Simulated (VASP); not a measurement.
Crystal: AlV2C.

```
Al V C
1.0
     2.88760    0.00000    0.00000
    -1.44380    2.50073    0.00000
     0.00000    0.00000   13.10482
Al V C
2 4 2
Direct
  0.33333 0.66667 0.25000
  0.66667 0.33333 0.75000
  0.33333 0.66667 0.58638
  0.66667 0.33333 0.41362
  0.66667 0.33333 0.08638
  0.33333 0.66667 0.91362
  0.00000 0.00000 0.00000
  0.00000 0.00000 0.50000
```

* Program: VASP 6.6.1
* Task: relaxation of cell and atoms
* Functional: PBE
* Potentials or basis: VASP PAW PBE potentials, release 64 (Al, V_sv, C)
* Cutoff: 600 eV
* k mesh: 14 × 14 × 4
* Occupations: gaussian, width 0.05 eV
* Spin: no spin polarisation

At the start: pressure 2.2 GPa; volume 11.83 Å³/atom.

**Question.** Where does the relaxation end?

**Answer.** Over 4 steps the energy falls by 2.4 meV/atom and the volume is 12.03 Å³/atom (+1.7 %); space group P6_3/mmc (No. 194, to 0.1 Å) before and after.

The path:
```csv
step,energy change (eV),largest force (eV/Å),pressure (GPa),volume (Å³)
1,0.0000,0.1853,2.20,94.63
2,-0.0099,0.2522,-1.95,96.87
3,-0.0129,0.2296,-0.65,96.14
4,-0.0190,0.0093,0.05,96.25
```

Final structure:
```yaml
crystal:
  lattice:
    - [2.90937, 0.00000, 0.00000]
    - [-1.45469, 2.51959, 0.00000]
    - [0.00000, 0.00000, 13.12999]
  atoms:
    - { symbol: Al, position: [0.33333, 0.66667, 0.25000] }
    - { symbol: Al, position: [0.66667, 0.33333, 0.75000] }
    - { symbol: V, position: [0.33333, 0.66667, 0.58491] }
    - { symbol: V, position: [0.66667, 0.33333, 0.41509] }
    - { symbol: V, position: [0.66667, 0.33333, 0.08491] }
    - { symbol: V, position: [0.33333, 0.66667, 0.91509] }
    - { symbol: C, position: [0.00000, 0.00000, 0.00000] }
    - { symbol: C, position: [0.00000, 0.00000, 0.50000] }
```
